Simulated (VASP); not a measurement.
Here is a VASP 6.6.1 calculation.

Contents of INCAR:

```
PREC = Accurate ; ENCUT = 600
EDIFF = 1E-6 ; ISMEAR = 0
SIGMA = 0.1 ; LREAL = F
LASPH = T ; NELM = 80
ALGO = Normal ; ISIF = 3
LWAVE = F ; LCHARG = F
GGA = PE ; IBRION = 2
NSW = 90 ; EDIFFG = -0.04
```

KPOINTS

```
regular mesh
0
Gamma
  6 6 6
```

File POSCAR:

```
Mg3Zn2O
1.0
    5.5527431900      0.0000000000      0.0000000000
   -2.7763716000      4.8088166700      0.0000000000
    0.0000000000      0.0000000000      3.1775222800
Mg Zn O
3 2 1
Direct
    0.5000000000      0.0000000000      0.5000000000
    0.5000000000      0.5000000000      0.5000000000
    0.0000000000      0.5000000000      0.5000000000
    0.3333333300      0.6666666700      0.0000000000
    0.6666666700      0.3333333300      0.0000000000
    0.0000000000      0.0000000000      0.0000000000
```

Potentials or basis: VASP PAW PBE potentials, release 64 (Mg, Zn, O).

Command:

```console
$ cat potpaw_PBE.64/Mg/POTCAR potpaw_PBE.64/Zn/POTCAR potpaw_PBE.64/O/POTCAR > POTCAR
$ mpirun -np 1 vasp_std > vasp.out
```

Q: What does it give for the relaxed volume?

A: 20.35 Å³/atom.

Q: Estimate the band gap on the k mesh.

A: Zero (bands 18 and 19 overlap by 1.83 eV).

Q: Predict the relaxed cell.

A: a = 5.736 Å, b = 5.736 Å, c = 4.285 Å, α = 90.00°, β = 90.00°, γ = 120.00°.

Q: Estimate the space group after relaxing (to 0.1 Å).

A: P6/mmm (No. 191).

Step by step:
```
step  energy change (eV)  largest force (eV/Å)  pressure (GPa)  volume (Å³)
   1              0.0000                0.0000           41.33        84.85
   2             -4.5140                0.0000           -2.32       137.43
   3             -4.5489                0.0000            0.01       128.97
   4             -4.5529                0.0000           -0.73       131.43
   5             -4.6272                0.0000           -0.72       129.98
   6             -4.8396                0.0000           -0.44       125.29
   7             -4.6579                0.0000            1.46       114.58
   8             -4.8951                0.0000           -0.19       122.10
```

Caveat: the volume moved by over 15 % at a fixed basis, so the end points are rough.
